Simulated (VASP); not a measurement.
# YPtS2 (P-6m2) in VASP: notebook

Runs on YPtS2. Level: PBE. Tasks: relaxation of cell and atoms, single point.

Everything below comes from runs of VASP 6.6.1. Logs are shortened: lines on timing, memory, paths and dates and some standing lists are left out, and cuts for length are marked.

## Step 1: The cell of the first run

Symmetry: P-6m2, No. 187, hexagonal system. Conventional cell: a = 3.537 Å, b = 3.537 Å, c = 6.932 Å, α = 90.00°, β = 90.00°, γ = 120.00°. Y (site symmetry -6m2) has 6 S at 2.68 Å and 2 Pt at 3.47 Å within 3.5 Å. Within 3.5 Å of Pt (site symmetry -6m2) lie 6 S at 2.68 Å and 2 Y at 3.47 Å. S (site symmetry 3m) has 3 Y at 2.68 Å and 3 Pt at 2.68 Å and 2 S at 3.47 Å within 3.5 Å.

## Step 2: Relaxation of cell and atoms, PBE

The input, INCAR:

```
SYSTEM = YPtS2
ALGO = Normal
EDIFF = 1E-6
EDIFFG = -0.04
ENCUT = 600
GGA = PE
IBRION = 2
ISIF = 3
ISMEAR = 0
LASPH = .TRUE.
LCHARG = .FALSE.
LREAL = .FALSE.
LWAVE = .FALSE.
NELM = 60
NSW = 90
PREC = Accurate
SIGMA = 0.1
```

The input, KPOINTS:

```
k-points
0
G
  6 6 4
  0 0 0
```

The input, POSCAR:

```
YPtS2
1.0
    3.5369881100      0.0000000000      0.0000000000
   -1.7684940600      3.0631215600      0.0000000000
    0.0000000000      0.0000000000      6.9324967000
Y Pt S
1 1 2
Direct
    0.0000000000      0.0000000000      0.5000000000
    0.0000000000      0.0000000000      0.0000000000
    0.3333333300      0.6666666700      0.2500000000
    0.3333333300      0.6666666700      0.7500000000
```

Potentials or basis: VASP PAW PBE potentials, release 64 (Y_sv, Pt, S).

Launch:

```console
> cat potpaw_PBE.64/Y_sv/POTCAR potpaw_PBE.64/Pt/POTCAR potpaw_PBE.64/S/POTCAR > POTCAR
> mpirun -np 1 vasp_std > vasp.out
```

OUTCAR:

```text
SYSTEM = YPtS2
   EDIFF = 1E-6
   EDIFFG = -0.04
   ENCUT = 600
   GGA = PE
   IBRION = 2
   ISIF = 3
   ISMEAR = 0
   LASPH = .TRUE.
   LREAL = .FALSE.
   NELM = 60
   NSW = 90
   PREC = Accurate

 ion  position               nearest neighbor table
   1  0.000  0.000  0.500-   3 2.68   4 2.68   3 2.68   4 2.68   3 2.68   4 2.68   2 3.47   2 3.47

   2  0.000  0.000  0.000-   3 2.68   4 2.68   3 2.68   4 2.68   3 2.68   4 2.68   1 3.47   1 3.47

   3  0.333  0.667  0.250-   1 2.68   2 2.68   1 2.68   2 2.68   1 2.68   2 2.68
   4  0.333  0.667  0.750-   1 2.68   2 2.68   1 2.68   2 2.68   1 2.68   2 2.68

  LATTYP: Found a hexagonal cell.
 ALAT       =     3.5369881100
 C/A-ratio  =     1.9600000012

  Lattice vectors:

 A1 = (   3.5369881100,   0.0000000000,   0.0000000000)
 A2 = (  -1.7684940600,   3.0631215600,   0.0000000000)
 A3 = (   0.0000000000,   0.0000000000,   6.9324967000)

Analysis of symmetry for initial positions (statically):
=====================================================================
 Subroutine PRICEL returns:
 Original cell was already a primitive cell.

 Routine SETGRP: Setting up the symmetry group for a
 hexagonal supercell.

 Subroutine GETGRP returns: Found 12 space group operations
 (whereof 12 operations were pure point group operations)
 out of a pool of 24 trial point group operations.

The static configuration has the point symmetry D_3h.

Analysis of symmetry for dynamics (positions and initial velocities):
=====================================================================
 Subroutine PRICEL returns:
 Original cell was already a primitive cell.

 Routine SETGRP: Setting up the symmetry group for a
 hexagonal supercell.

 Subroutine GETGRP returns: Found 12 space group operations
 (whereof 12 operations were pure point group operations)
 out of a pool of 24 trial point group operations.

The dynamic configuration has the point symmetry D_3h.

 Subroutine INISYM returns: Found 12 space group operations
 (whereof 12 operations are pure point group operations),
 and found     1 'primitive' translations

----------------------------------------------------------------------------------------

                                     Primitive cell

  volume of cell :      75.1082

  direct lattice vectors                    reciprocal lattice vectors
     3.536988110  0.000000000  0.000000000     0.282726424  0.163232177  0.000000000
    -1.768494060  3.063121560  0.000000000     0.000000000  0.326464354  0.000000000
     0.000000000  0.000000000  6.932496700     0.000000000  0.000000000  0.144248175

  length of vectors
     3.536988110  3.536988116  6.932496700     0.326464354  0.326464354  0.144248175

  position of ions in fractional coordinates (direct lattice)
     0.000000000  0.000000000  0.500000000
     0.000000000  0.000000000  0.000000000
     0.333333330  0.666666670  0.250000000
     0.333333330  0.666666670  0.750000000

  ion indices of the primitive-cell ions
   primitive index   ion index
                 1           1
                 2           2
                 3           3
                 4           4

----------------------------------------------------------------------------------------

 KPOINTS: k-points

Automatic generation of k-mesh.
 Grid dimensions read from file:
 generate k-points for:    6    6    4

 Generating k-lattice:

  Cartesian coordinates                     Fractional coordinates (reciprocal lattice)
     0.047121071  0.027205363  0.000000000     0.166666667 -0.000000000  0.000000000
     0.000000000  0.054410726  0.000000000     0.000000000  0.166666667  0.000000000
     0.000000000  0.000000000  0.036062044     0.000000000  0.000000000  0.250000000

  Length of vectors
     0.054410726  0.054410726  0.036062044

  Shift w.r.t. Gamma in fractional coordinates (k-lattice)
     0.000000000  0.000000000  0.000000000

 Subroutine IBZKPT returns following result:
 ===========================================

 Found     21 irreducible k-points:

 Following reciprocal coordinates:
            Coordinates               Weight
  0.000000  0.000000  0.000000      1.000000
  0.166667  0.000000  0.000000      6.000000
  0.333333  0.000000  0.000000      6.000000
  0.500000  0.000000  0.000000      3.000000
  0.166667  0.166667  0.000000      6.000000
  0.333333  0.166667  0.000000     12.000000
[... 13 lines left out ...]
  0.333333  0.166667  0.500000     12.000000
  0.333333  0.333333  0.500000      2.000000
   k-points           NKPTS =     21   k-points in BZ     NKDIM =     21   number of bands    NBANDS=     20
   number of dos      NEDOS =    301   number of ions     NIONS =      4
   total plane-waves  NPLWV =  43904
   dimension x,y,z NGX =    28 NGY =   28 NGZ =   56
   dimension x,y,z NGXF=    56 NGYF=   56 NGZF=  112
   ions per type =               1   1   2
   NGX,Y,Z   is equivalent  to a cutoff of  13.16, 13.16, 13.43 a.u.
   NGXF,Y,Z  is equivalent  to a cutoff of  26.32, 26.32, 26.86 a.u.
 SYSTEM =  YPtS2
   PREC   = accura    normal or accurate (medium, high low for compatibility)
   ISTART =      0    job   : 0-new  1-cont  2-samecut
   ICHARG =      2    charge: 1-file 2-atom 10-const
   ISPIN  =      1    spin polarized calculation?
   LNONCOLLINEAR =      F non collinear calculations
   LSORBIT =      F    spin-orbit coupling
   LASPH  =      T    aspherical Exc in radial PAW
   ENCUT  =  600.0 eV  44.10 Ry    6.64 a.u.   7.06  7.06 13.85*2*pi/ulx,y,z
   NELM   =     60;   NELMIN=  2; NELMDL= -5     # of ELM steps
   EDIFF  = 0.1E-05   stopping-criterion for ELM
   LREAL  =      F    real-space projection
   EDIFFG = -.4E-01   stopping-criterion for IOM
   NSW    =     90    number of steps for IOM
   IBRION =      2    ionic relax: 0-MD 1-quasi-New 2-CG
   NFREE  =      1    steps in history (QN), initial steepest desc. (CG)
   ISIF   =      3    stress and relaxation
   ISYM   =      2    0-nonsym 1-usesym 2-fastsym
   POTIM  = 0.5000    time-step for ionic-motion
   TEBEG  =    0.0;   TEEND  =   0.0 temperature during run
   PSTRESS=    0.0 pullay stress
   NELECT =      33.0000    total number of electrons
   NUPDOWN=      -1.0000    fix difference up-down
   EMIN   =  10.00;   EMAX   =-10.00  energy-range for DOS
   EFERMI =   0.00;   METHOD = LEGACY
   ISMEAR =     0;   SIGMA  =   0.10  broadening in eV -4-tet -1-fermi 0-gaus
   EFERMI_NEDOS =   21; number of points for ismear=-14 and -15
   IALGO  =     38    algorithm
   IMIX   =      4    mixing-type and parameters
     AMIX     =   0.40;   BMIX     =  1.00
     AMIX_MAG =   1.60;   BMIX_MAG =  1.00
  volume/ion in A,a.u.               =      18.78       126.71
  Fermi-wavevector in a.u.,A,eV,Ry     =   1.244563  2.351884 21.074577  1.548938
  Thomas-Fermi vector in A             =   2.378824
   LORBIT       =      0    0 simple, 1 ext, 2 COOP (PROOUT), +10 PAW based schemes
   GGA     = PE    functional components
   LHFCALC =     F    Hartree Fock is set to
   AEXX    =    0.0000 exact exchange contribution
   IVDW    =     0    specifies the selected vdW correction
   LEPSILON=     F    determine dielectric tensor
   LRPA    =     F    only Hartree local field effects (RPA)
 conjugate gradient relaxation of ions
 non-spin polarized calculation
 Gauss-broadening in eV      SIGMA  =   0.10
  energy-cutoff  :      600.00
  volume of cell :       75.11
 maximum number of plane-waves:      2532
   NGX = 15   NGY = 15   NGZ = 27

--------------------------------------- Ionic step        1  -------------------------------------------

 number of electron      33.0000001 magnetization

 Free energy of the ion-electron system (eV)
  ---------------------------------------------------
  ext. energy  EPLUGINS =         0.00000000
  ---------------------------------------------------
  free energy    TOTEN  =       -23.50730720 eV

  energy without entropy =      -23.49428589  energy(sigma->0) =      -23.50079655

------------------------ aborting loop because EDIFF is reached ----------------------------------------

  FORCE on cell =-STRESS in cart. coord.  units (eV):
  Direction    XX          YY          ZZ          XY          YZ          ZX
  --------------------------------------------------------------------------------------
  -------------------------------------------------------------------------------------
  Total        3.4588393      3.4588393     -2.8092227     -0.0000000      0.0000000      0.0000000
  in kB       73.7825167     73.7825169    -59.9251667     -0.0000001      0.0000000      0.0000000
  external PRESSURE =      29.2132890 kB  Pullay stress =       0.0000000 kB

 VOLUME and BASIS-vectors are now :
 -----------------------------------------------------------------------------
  energy-cutoff  :      600.00
  volume of cell :       75.11
      direct lattice vectors                 reciprocal lattice vectors
     3.536988110  0.000000000  0.000000000     0.282726424  0.163232177  0.000000000
    -1.768494060  3.063121560  0.000000000     0.000000000  0.326464354  0.000000000
     0.000000000  0.000000000  6.932496700     0.000000000  0.000000000  0.144248175
[... 191 lines left out ...]
 POSITION                                       TOTAL-FORCE (eV/Angst)
 -----------------------------------------------------------------------------------
      0.00000      0.00000      3.24491        -0.000000      0.000000      0.000000
      0.00000     -0.00000      0.00000        -0.000000      0.000000      0.000000
     -0.00000      2.15121      1.56807        -0.000000     -0.000000     -0.086859
     -0.00000      2.15121      4.92175         0.000000      0.000000      0.086859
 -----------------------------------------------------------------------------------
    total drift:                                0.000018     -0.000010      0.000000

  FREE ENERGIE OF THE ION-ELECTRON SYSTEM (eV)
  ---------------------------------------------------
  free  energy   TOTEN  =       -23.8164564743 eV

  energy  without entropy=      -23.8030675963  energy(sigma->0) =      -23.80976204

--------------------------------------- Ionic step        7  -------------------------------------------

 number of electron      32.9999999 magnetization

 Free energy of the ion-electron system (eV)
  ---------------------------------------------------
  ext. energy  EPLUGINS =         0.00000000
  ---------------------------------------------------
  free energy    TOTEN  =       -23.81728162 eV

  energy without entropy =      -23.80311953  energy(sigma->0) =      -23.81020058

 E-fermi :   6.3021     XC(G=0): -10.8149

 val. band max:        6.2034414968   @ k =   0.3333   0.1667   0.5000
 cond. band min:       6.3513128434   @ k =   0.5000   0.0000   0.2500
 fundamental gap:      0.1478713466
 Fermi energy:         6.3020641278

 k-point     1 :       0.0000    0.0000    0.0000
  band No.  band energies     occupation
      1     -36.0196      2.00000
      2     -16.1841      2.00000
      3     -15.9346      2.00000
      4     -15.9346      2.00000
      5      -7.9038      2.00000
      6      -6.3373      2.00000
[... 12 lines left out ...]
     19       9.0812      0.00000
     20       9.4687      0.00000
[... 480 lines left out ...]
 POSITION                                       TOTAL-FORCE (eV/Angst)
 -----------------------------------------------------------------------------------
      0.00000      0.00000      3.24899        -0.000000     -0.000000      0.000000
     -1.85958      3.22089      6.49799        -0.000000      0.000000     -0.000000
     -0.00000      2.14726      1.56228        -0.000000     -0.000000     -0.009693
     -0.00000      2.14726      4.93571         0.000000      0.000000      0.009693
 -----------------------------------------------------------------------------------
    total drift:                                0.000018     -0.000010      0.000000

  FREE ENERGIE OF THE ION-ELECTRON SYSTEM (eV)
  ---------------------------------------------------
  free  energy   TOTEN  =       -23.8172816175 eV

  energy  without entropy=      -23.8031195329  energy(sigma->0) =      -23.81020058

 reached required accuracy - stopping structural energy minimisation
```

Wall time 5.6 min (1 thread of Oxide Virtual Turin-like, shared host); peak memory 0.21 GiB.

What came out:

```
Free energy                            : -23.8173 eV
Relaxed volume                         : 19.46 Å³/atom
Relaxed cell                           : a = 3.719 Å, b = 3.719 Å, c = 6.498 Å, α = 90.00°, β = 90.00°, γ = 120.00°
Space group after relaxing (to 0.05 Å) : P-6m2 (No. 187)
Energy gained by relaxing              : 77.5 meV/atom
Ionic steps                            : 7
Pressure after relaxing                : 0.1 GPa
Largest force after relaxing           : 0.010 eV/Å
```

Forces in eV/Å, atoms in the order of the input:
```
Y    0.000  0.000  0.000
Pt   0.000  0.000  0.000
S    0.000  0.000 -0.010
S    0.000  0.000  0.010
```

The path:
| step | energy change (eV) | largest force (eV/Å) | pressure (GPa) | volume (Å³) |
| --- | --- | --- | --- | --- |
| 1 | 0.0000 | 0.5849 | 2.92 | 75.11 |
| 2 | -0.2615 | 0.2844 | -1.19 | 78.74 |
| 3 | -0.2851 | 0.1616 | -2.41 | 80.17 |
| 4 | -0.2981 | 0.1712 | 1.52 | 77.09 |
| 5 | -0.3062 | 0.1745 | -0.09 | 78.24 |
| 6 | -0.3091 | 0.0869 | 0.00 | 78.03 |
| 7 | -0.3100 | 0.0097 | 0.09 | 77.84 |

Final structure:
```
Y Pt S
1.0
     3.71916    0.00000    0.00000
    -1.85958    3.22089    0.00000
     0.00000    0.00000    6.49799
Y Pt S
1 1 2
Cartesian
  0.0000 0.0000 3.2490
  -1.8596 3.2209 6.4980
  0.0000 2.1473 1.5623
  0.0000 2.1473 4.9357
```

Levels at points of the mesh, in eV from the Fermi level:
```
           k point  band 14  band 15  band 16  band 17  band 18  band 19  band 20
(0.00, 0.00, 0.00)    -0.95    -0.95    -0.47    -0.47     1.24     2.78     3.17
(0.50, 0.00, 0.00)    -1.16    -1.10    -0.19     0.06     0.60     3.96     3.99
(0.00, 0.00, 0.50)    -1.22    -1.22    -0.62    -0.62     2.06     2.77     3.32
(0.50, 0.00, 0.50)    -1.23    -1.11    -0.59     0.26     0.80     1.63     4.45
```

Caveat: spin-orbit coupling is left out, which moves the levels of the heavy elements.

## Step 3: Single point, PBE

This run uses another cell than the first one, of 19.51 Å³/atom, 1.039 times its volume.

The input, INCAR:

```
PREC = Accurate
ENCUT = 520
EDIFF = 1E-7
ISMEAR = 0
SIGMA = 0.1
LREAL = F
LASPH = T
NELM = 100
ALGO = Normal
ISIF = 2
LWAVE = F
LCHARG = F
GGA = PE
NBANDS = 24
```

The input, KPOINTS:

```
regular mesh
0
Gamma
  12 12 8
```

The input, POSCAR:

```
YPtS2
1.0
    3.7234987316      0.0000000000      0.0000000000
   -1.8617493658      3.2246444925      0.0000000000
    0.0000000000      0.0000000000      6.4997186345
Y Pt S
1 1 2
Direct
    0.0000000000      0.0000000000      0.5000000000
    0.0000000000      0.0000000000      0.0000000000
    0.3333333333      0.6666666667      0.2400770803
    0.3333333333      0.6666666667      0.7599229197
```

Potentials or basis: VASP PAW PBE potentials, release 64 (Y_sv, Pt, S).

Launch:

```console
> cat potpaw_PBE.64/Y_sv/POTCAR potpaw_PBE.64/Pt/POTCAR potpaw_PBE.64/S/POTCAR > POTCAR
> mpirun -np 1 vasp_std > vasp.out
```

Run time: 6 min. Hardware: 1 thread of Oxide Virtual Turin-like, shared host; peak memory 0.31 GiB.

The run converged. Its results:

| Quantity | Value |
| --- | --- |
| Free energy | -23.8149 eV |
| Pressure | -0.1 GPa |
| Largest force | 0.008 eV/Å |

Forces in eV/Å, atoms in the order of the input:
```
Y    0.000  0.000  0.000
Pt   0.000  0.000  0.000
S    0.000  0.000 -0.008
S    0.000  0.000  0.008
```

Levels at points of the mesh, in eV from the Fermi level:
```csv
k point,band 14,band 15,band 16,band 17,band 18,band 19,band 20,band 21
"(0.00, 0.00, 0.00)",-0.94,-0.94,-0.47,-0.47,1.22,2.77,3.15,3.15
"(0.50, 0.00, 0.00)",-1.15,-1.09,-0.19,0.05,0.59,3.95,3.98,4.67
"(0.00, 0.00, 0.50)",-1.22,-1.22,-0.61,-0.61,2.05,2.75,3.30,3.60
"(0.50, 0.00, 0.50)",-1.22,-1.10,-0.58,0.26,0.79,1.63,4.43,4.68
```

Caveat: spin-orbit coupling is left out, which moves the levels of the heavy elements.

## Step 4: Single point, PBE, collinear spin, ferromagnetic start

The input, INCAR:

```
PREC = Accurate ; ENCUT = 520
EDIFF = 1E-6 ; ISMEAR = 0
SIGMA = 0.1 ; LREAL = False
LASPH = True ; NELM = 150
ALGO = Normal ; ISIF = 2
LWAVE = False ; LCHARG = True
ISPIN = 2 ; MAGMOM = 0 1 0 0
LORBIT = 11 ; LMAXMIX = 4
GGA = PE ; LELF = True
LVHAR = True ; NBANDS = 28
```

The input, KPOINTS:

```
Automatic mesh
0
Gamma
  6 6 4
```

The input, POSCAR:

```
YPtS2
1.0
    3.5369881100      0.0000000000      0.0000000000
   -1.7684940600      3.0631215600      0.0000000000
    0.0000000000      0.0000000000      6.9324967000
Y Pt S
1 1 2
Direct
    0.0000000000      0.0000000000      0.5000000000
    0.0000000000      0.0000000000      0.0000000000
    0.3333333300      0.6666666700      0.2500000000
    0.3333333300      0.6666666700      0.7500000000
```

Launch:

```console
> cat potpaw_PBE.64/Y_sv/POTCAR potpaw_PBE.64/Pt/POTCAR potpaw_PBE.64/S/POTCAR > POTCAR
> mpirun -np 1 vasp_std > vasp.out
```

Wall time 3.4 min (1 thread of Oxide Virtual Turin-like, shared host); peak memory 0.24 GiB.

Results (log left out):

```yaml
Free_energy: -23.5070 eV
Pressure: 2.8 GPa
Largest_force: 0.585 eV/Å
Net_moment: 0.00 μB per cell
Valence_electrons_inside_the_program's_atomic_spheres: Y 9.90; Pt 8.94; S 3.69
```

Forces in eV/Å, atoms in the order of the input:
```
Y    0.000  0.000  0.000
Pt   0.000  0.000  0.000
S    0.000  0.000 -0.585
S    0.000  0.000  0.585
```

Stress tensor (GPa, compression positive):
```
 7.30  0.00  0.00
 0.00  7.30  0.00
 0.00  0.00 -6.06
```

Levels at points of the mesh, in eV from the Fermi level:
Spin up:
```
           k point  band 13  band 14  band 15  band 16  band 17  band 18  band 19  band 20  band 21  band 22
(0.00, 0.00, 0.00)    -2.17    -0.97    -0.97    -0.42    -0.42     1.00     2.78     3.32     3.32     3.98
(0.50, 0.00, 0.00)    -2.45    -0.86    -0.81    -0.43     0.07     0.62     3.27     3.95     4.44     5.44
(0.00, 0.00, 0.50)    -2.26    -1.06    -1.06    -0.62    -0.62     1.82     3.24     3.59     3.59     3.87
(0.50, 0.00, 0.50)    -2.19    -0.97    -0.83    -0.79     0.26     0.94     1.57     4.76     5.24     5.63
```
Spin down:
| k point | band 13 | band 14 | band 15 | band 16 | band 17 | band 18 | band 19 | band 20 | band 21 | band 22 |
| --- | --- | --- | --- | --- | --- | --- | --- | --- | --- | --- |
| (0.00, 0.00, 0.00) | -2.17 | -0.97 | -0.97 | -0.42 | -0.42 | 1.00 | 2.78 | 3.32 | 3.32 | 3.98 |
| (0.50, 0.00, 0.00) | -2.45 | -0.86 | -0.81 | -0.43 | 0.07 | 0.62 | 3.27 | 3.95 | 4.44 | 5.44 |
| (0.00, 0.00, 0.50) | -2.26 | -1.06 | -1.06 | -0.62 | -0.62 | 1.82 | 3.24 | 3.59 | 3.59 | 3.87 |
| (0.50, 0.00, 0.50) | -2.19 | -0.97 | -0.83 | -0.79 | 0.26 | 0.94 | 1.57 | 4.76 | 5.24 | 5.63 |

Caveat: spin-orbit coupling is left out, which moves the levels of the heavy elements.

## Step 5: Summary

| task | spin | cell | k mesh | cutoff (eV) | gap on the mesh (eV) | pressure (GPa) | largest force (eV/Å) |
| --- | --- | --- | --- | --- | --- | --- | --- |
| relaxation of cell and atoms | off | relaxed from a = 3.537, b = 3.537, c = 6.932 Å, angles 90.0, 90.0, 120.0°, 4 atoms | 6 × 6 × 4 | 600 | none | 0.1 | 0.01 |
| single point | off | a = 3.723, b = 3.723, c = 6.500 Å, angles 90.0, 90.0, 120.0°, 4 atoms | 12 × 12 × 8 | 520 | none | -0.1 | 0.01 |
| single point | collinear, ferromagnetic start | a = 3.537, b = 3.537, c = 6.932 Å, angles 90.0, 90.0, 120.0°, 4 atoms | 6 × 6 × 4 | 520 | none | 2.8 | 0.59 |

Alike in all rows: level PBE; potentials or basis VASP PAW PBE potentials, release 64 (Y_sv, Pt, S); smearing gaussian 0.1 eV.

Caveats: spin-orbit coupling is left out, which moves the levels of the heavy elements.

Total energies depend on the potentials used, so only differences within one code and one set of settings carry meaning.
